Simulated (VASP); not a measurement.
Here is a VASP 6.6.1 calculation.

The input INCAR:

```
PREC = Accurate
ENCUT = 520
EDIFF = 1E-8
ISMEAR = 0
SIGMA = 0.02
LREAL = False
LASPH = True
NELM = 80
ALGO = Normal
ISIF = 2
LWAVE = False
LCHARG = False
GGA = PE
IVDW = 12
NBANDS = 11
IBRION = 6
NFREE = 2
POTIM = 0.015
NSW = 1
```

KPOINTS

```
regular mesh
0
Gamma
  18 18 18
```

File POSCAR:

```
C
1.0
    0.0000000000      2.1352490524      3.4609951991
    1.2333141756      0.0000000000      3.4609951991
    1.2333141756      2.1352490524      0.0000000000
C
2
Direct
    0.1666876738      0.8333123262      0.1666876738
    0.8333123262      0.1666876738      0.8333123262
```

Potentials or basis: VASP PAW PBE potentials, release 64 (C).

Run with:

```console
$ cat potpaw_PBE.64/C/POTCAR > POTCAR
$ mpirun -np 1 vasp_std > vasp.out
```

What does it give for the highest phonon frequency at Γ?

1556 cm⁻¹.

Predict the dispersion energy per atom.

-0.151 eV.

Phonon frequencies in cm⁻¹ (negative: imaginary):
```
              q point          frequencies
(0.000, 0.000, 0.000)  0 0 0 866 1541 1556
```
